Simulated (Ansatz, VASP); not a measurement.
**One calculation of In2SbAs, two programs**

File INCAR:

```
PREC = Accurate ; ENCUT = 520
EDIFF = 1E-6 ; ISMEAR = -1
SIGMA = 0.02 ; LREAL = False
LASPH = True ; NELM = 80
ALGO = Normal ; ISIF = 2
LWAVE = False ; LCHARG = False
GGA = PE ; NBANDS = 46
```

File KPOINTS:

```
Automatic mesh
0
Gamma
  6 6 6
```

Contents of POSCAR:

```
In2SbAs
1.0
   -3.1428281271      3.1428281271      6.2616200988
    3.1428281271     -3.1428281271      6.2616200988
    3.1428281271      3.1428281271     -6.2616200988
As In Sb
2 4 2
Direct
    0.0000000000      0.0000000000      0.0000000000
    0.2500000000      0.7500000000      0.5000000000
    0.6250000000      0.6472307510      0.5222307510
    0.8972307510      0.3750000000      0.0222307510
    0.1250000000      0.1027692490      0.4777692490
    0.3527692490      0.8750000000     -0.0222307510
    0.5000000000      0.5000000000      0.0000000000
    0.7500000000      0.2500000000      0.5000000000
```

Input for Ansatz:

```yaml
crystal:
  lattice:
    - [-3.1428281271, 3.1428281271, 6.2616200988]
    - [3.1428281271, -3.1428281271, 6.2616200988]
    - [3.1428281271, 3.1428281271, -6.2616200988]
  atoms:
    - { symbol: As, position: [0.0, 0.0, 0.0] }
    - { symbol: In, position: [0.625, 0.647230751, 0.522230751] }
    - { symbol: As, position: [0.25, 0.75, 0.5] }
    - { symbol: In, position: [0.897230751, 0.375, 0.022230751] }
    - { symbol: Sb, position: [0.5, 0.5, 0.0] }
    - { symbol: In, position: [0.125, 0.102769249, 0.477769249] }
    - { symbol: Sb, position: [0.75, 0.25, 0.5] }
    - { symbol: In, position: [0.352769249, 0.875, -0.022230751] }
kpoints:
  mp_grid: { grid: [6, 6, 6] }
hamiltonian:
  xc: pbe
scf:
  occupations: { method: fermi_dirac, width: 0.02 }
  n_extra_bands: 6
output:
  forces: true
  stress: true
  eigenvalues: true
```

Alike in both runs: task single point; functional PBE; k mesh 6 × 6 × 6; occupations fermi-dirac, width 0.02 eV; no spin polarisation.

|  | VASP | Ansatz |
| --- | --- | --- |
| version | VASP 6.6.1 | Ansatz 0.2.0 |
| potentials or method | VASP PAW PBE potentials, release 64 (As, In_d, Sb) | plane waves, PAW |
| plane-wave cutoff (eV) | 520 | 420 |
| valence electrons in the cell | 72 | 112 |

Ansatz gave:

```
pressure (GPa)                     : 3.0
rms of the force components (eV/Å) : 0.009
```

Task: Estimate VASP's values.

Result: Pressure (GPa): 3.0; rms of the force components (eV/Å): 0.006.

With one functional, cell and mesh, what is left measures potentials, basis and numerics. VASP's potentials hold 72 valence electrons a cell and Ansatz's 112, so a difference there can come from the potentials and not from the codes.

Spin-orbit coupling is off throughout.
